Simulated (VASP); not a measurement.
Here is a VASP 6.6.1 calculation.

Contents of INCAR:

```
  ALGO = Normal
  EDIFF = 1E-6
  EDIFFG = -0.01
  ENCUT = 600
  GGA = PE
  IBRION = 2
  ISIF = 3
  ISMEAR = -1
  IVDW = 13
  LASPH = True
  LCHARG = False
  LREAL = False
  LWAVE = False
  NELM = 60
  NSW = 60
  PREC = Accurate
  SIGMA = 0.05
```

The input KPOINTS:

```
k-points
0
Gamma
  10 10 10
```

Contents of POSCAR:

```
Ge
1.0
    2.7104700000      0.0000000000      0.0000000000
    0.0000000000      2.7104700000      0.0000000000
    0.0000000000      0.0000000000      2.7104700000
Ge
1
Direct
    0.0000000000      0.0000000000      0.0000000000
```

Potentials or basis: VASP PAW PBE potentials, release 64 (Ge_d).

Run with:

```sh
$ cat potpaw_PBE.64/Ge_d/POTCAR > POTCAR
$ mpirun -np 1 vasp_std > vasp.out
```

**Question.** Predict the band gap on the k mesh.

**Answer.** Zero (band 7 reaches 13.22 eV, above the bottom of band 8 at 3.73 eV).

**Question.** What does it give for the space group after relaxing (to 0.05 Å)?

**Answer.** Pm-3m (No. 221).

The path:
| step | energy change (eV) | largest force (eV/Å) | pressure (GPa) | volume (Å³) |
| --- | --- | --- | --- | --- |
| 1 | 0.0000 | 0.0000 | -3.31 | 19.91 |
| 2 | -0.0085 | 0.0000 | 0.99 | 18.75 |
| 3 | -0.0093 | 0.0000 | 0.10 | 19.01 |
| 4 | -0.0093 | 0.0000 | -0.08 | 19.04 |

Caveat: pairwise dispersion overbinds metals, which lowers pressure and volume.
